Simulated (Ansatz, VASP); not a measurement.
## One calculation of Al, two programs

```
CELL_PARAMETERS angstrom
2.80810 0.00000 0.00000
-1.40405 2.43189 0.00000
0.00000 0.00000 9.12434
ATOMIC_POSITIONS crystal
Al 0.66667 0.33333 0.75000
Al 0.00000 0.00000 0.50000
Al 0.33333 0.66667 0.25000
Al 0.00000 0.00000 0.00000
```

Change from the starting cell: volume scaled by 0.98.

Alike in both runs: task single point; functional PBEsol; k mesh 11 × 11 × 3; occupations fermi-dirac, width 0.05 eV; no spin polarisation.

|  | VASP | Ansatz |
| --- | --- | --- |
| version | VASP 6.6.1 | Ansatz 0.2.0 |
| potentials or method | VASP PAW PBE potentials, release 64 (Al), cutoff 520 eV | all-electron LAPW, scalar-relativistic |

VASP gave:

- gap on the k mesh at the Fermi level (eV): none
- pressure (GPa): 3.9
- traceless stress, the component that is largest in VASP (GPa): 1.38

Question: What did Ansatz give for the same quantities?

Answer: gap on the k mesh at the Fermi level (eV): none; pressure (GPa): 3.8; traceless stress, the component that is largest in VASP (GPa): 1.38.

VASP's potentials were made for PBE, not for PBEsol. A gap of «none» marks a metal or a gap that the smearing closes. Ansatz ran all-electron here, and VASP with PAW potentials.
